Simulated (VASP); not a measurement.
Runs of VASP 6.6.1 on NaCl. The structure is that of space group Fm-3m (No. 225), or close to it. The cells are those of the table. 

```tsv
level	cell	k mesh	gap on the mesh (eV)	pressure (GPa)
r2SCAN	a = 3.964 Å, angles 60.0°, 2 atoms	8 × 8 × 8	6.00	(a)
PBE	a = 3.986 Å, angles 60.0°, 2 atoms	6 × 6 × 6	5.11	0.8
r2SCAN	a = 3.924 Å, angles 60.0°, 2 atoms	6 × 6 × 6	6.13	0.8
r2SCAN	a = 3.883 Å, angles 60.0°, 2 atoms	6 × 6 × 6	6.27	1.7
PBE	a = 4.067 Å, angles 60.0°, 2 atoms	6 × 6 × 6	4.89	-0.7
PBE	a = 3.964 Å, angles 60.0°, 2 atoms	8 × 8 × 8	5.18	1.2
PBE	a = 4.027 Å, angles 60.0°, 2 atoms	6 × 6 × 6	5.00	(b)
r2SCAN	a = 4.041 Å, angles 60.0°, 2 atoms	6 × 6 × 6	5.76	-1.6
```

Alike in all rows: task single point; potentials or basis VASP PAW PBE potentials, release 64 (Na_pv, Cl); no spin polarisation; cutoff (eV) 520; smearing gaussian 0.01 eV.

Question: Fill in the values left out.

Answer: (a) -0.1; (b) 0.0.

Caveats: the PAW data sets were made with another functional, which shifts forces and pressure a little (at least some runs).

A k mesh can miss the band edges.
